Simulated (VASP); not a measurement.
Input of a VASP 6.6.1 run:

File INCAR:

```
PREC = Accurate
ENCUT = 520
EDIFF = 1E-6
ISMEAR = 0
SIGMA = 0.01
LREAL = F
LASPH = T
NELM = 80
ALGO = Normal
ISIF = 2
LWAVE = F
LCHARG = T
GGA = PE
LELF = T
LVHAR = T
NBANDS = 18
```

Contents of KPOINTS:

```
Automatic mesh
0
Gamma
  12 12 10
```

File POSCAR:

```
P
1.0
    1.6545762525     -5.6521826835      0.0000000000
    1.6545762525      5.6521826835      0.0000000000
    0.0000000000      0.0000000000      4.5643456328
P
4
Direct
    0.9061189271      0.0938810729      0.0865421106
    0.5938810729      0.4061189271      0.5865421106
    0.0938810729      0.9061189271      0.9134578894
    0.4061189271      0.5938810729      0.4134578894
```

Potentials or basis: VASP PAW PBE potentials, release 64 (P).

Launch:

```bash
$ cat potpaw_PBE.64/P/POTCAR > POTCAR
$ mpirun -np 1 vasp_std > vasp.out
```

Q: Predict the band gap on the k mesh.

A: 0.15 eV.

Q: Predict the pressure.

A: -0.3 GPa.

Q: Predict the largest force.

A: 0.051 eV/Å.

Forces in eV/Å, atoms in the order of the input:
```
P    0.000 -0.037  0.035
P    0.000  0.037  0.035
P    0.000  0.037 -0.035
P    0.000 -0.037 -0.035
```

A k mesh can miss the band edges.
